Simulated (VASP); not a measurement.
Input of a VASP 6.6.1 run:

The input INCAR:

```
  ALGO = Normal
  EDIFF = 1E-6
  ENCUT = 520
  GGA = PE
  ISIF = 2
  ISMEAR = -1
  LASPH = T
  LCHARG = F
  LREAL = F
  LWAVE = F
  NBANDS = 18
  NELM = 100
  PREC = Accurate
  SIGMA = 0.08
```

Contents of KPOINTS:

```
k-points
0
Gamma
  14 14 8
```

POSCAR

```
Y
1.0
    3.7081630104      0.0000000000      0.0000000000
   -1.8540815052      3.2113633683      0.0000000000
    0.0000000000      0.0000000000      5.6947520381
Y
2
Direct
    0.3333333333      0.6666666667      0.2500000000
    0.6666666667      0.3333333333      0.7500000000
```

Potentials or basis: VASP PAW PBE potentials, release 64 (Y_sv).

Run with:

```sh
$ cat potpaw_PBE.64/Y_sv/POTCAR > POTCAR
$ mpirun -np 1 vasp_std > vasp.out
```

**Question.** Estimate the pressure.

**Answer.** -1.3 GPa.

**Question.** Estimate the band gap on the k mesh.

**Answer.** Zero (bands 11 and 12 overlap by 1.52 eV).

Stress tensor (GPa, compression positive):
```
-1.53  0.00  0.00
 0.00 -1.53  0.00
 0.00  0.00 -0.71
```

Caveat: the cell differs from its parent crystal (x and y stretched by +1.5 %, z held).
